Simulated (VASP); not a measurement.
BiN: relaxation of shape and atoms at fixed volume with PBE

The system is BiN.

```
Bi N
1.0
     4.02511    0.00000    0.00000
     0.00000    4.02511    0.00000
     0.00000    0.00000    5.27624
Bi N
2 2
Cartesian
  2.0126 0.0000 1.1009
  0.0000 2.0126 4.1753
  0.0000 0.0000 0.0000
  2.0126 2.0126 0.0000
```

```json
{
  "Program": "VASP 6.6.1",
  "Task": "relaxation of shape and atoms at fixed volume",
  "Functional": "PBE",
  "Potentials or basis": "VASP PAW PBE potentials, release 64 (Bi_d, N)",
  "Cutoff": "600 eV",
  "k mesh": "8 × 8 × 6",
  "Occupations": "gaussian, width 0.05 eV",
  "Spin": "no spin polarisation",
  "Dipole correction": "no",
  "Further INCAR settings": "ALGO = Normal; EDIFF = 1e-06; IBRION = 2; EDIFFG = -0.01; NSW = 60; ISIF = 4"
}
```

The energy gained by relaxing is 2.5 meV/atom and the ionic steps are 5. The pressure after relaxing is 0.1 GPa and the band gap on the k mesh is zero (bands 20 and 21 overlap by 0.31 eV).

Stress tensor (GPa, compression positive):
```
0.07 0.00 0.00
0.00 0.07 0.00
0.00 0.00 0.15
```

Step by step:
```csv
step,energy change (eV),largest force (eV/Å),pressure (GPa),volume (Å³)
1,0.0000,0.3148,1.81,85.48
2,-0.0072,0.0683,0.89,85.48
3,-0.0081,0.0541,0.45,85.48
4,-0.0096,0.0248,0.27,85.48
5,-0.0099,0.0007,0.09,85.48
```

Final structure:
```
Bi N
1.0
     4.05403    0.00000    0.00000
     0.00000    4.05403    0.00000
     0.00000    0.00000    5.20122
Bi N
2 2
Cartesian
  2.0270 0.0000 1.1085
  0.0000 2.0270 4.0928
  0.0000 0.0000 5.2012
  2.0270 2.0270 0.0000
```

Levels at points of the mesh, in eV from the Fermi level:
```tsv
k point	band 18	band 19	band 20	band 21	band 22	band 23
(0.00, 0.00, 0.00)	-1.32	-0.99	-0.50	0.88	2.34	4.21
(0.50, 0.00, 0.00)	-3.18	-2.10	-2.10	2.47	2.47	5.27
(0.50, 0.50, 0.00)	-2.80	0.00	0.00	0.77	0.77	3.73
(0.00, 0.00, 0.50)	-1.41	-1.10	-1.05	-0.26	2.65	2.65
(0.50, 0.00, 0.50)	-3.32	-1.11	-1.11	2.96	2.96	4.78
(0.50, 0.50, 0.50)	-3.35	0.00	0.00	3.42	3.42	3.60
```

Run time: 3.2 min on 1 thread of Intel(R) Xeon(R) Platinum 8488C (Sapphire Rapids), on a shared host, peak memory 0.29 GiB.

Caveat: spin-orbit coupling is left out, which moves the levels of the heavy elements; this functional lacks dispersion, which binds layers or chains, so the pressure and a relaxed spacing across them are unreliable.
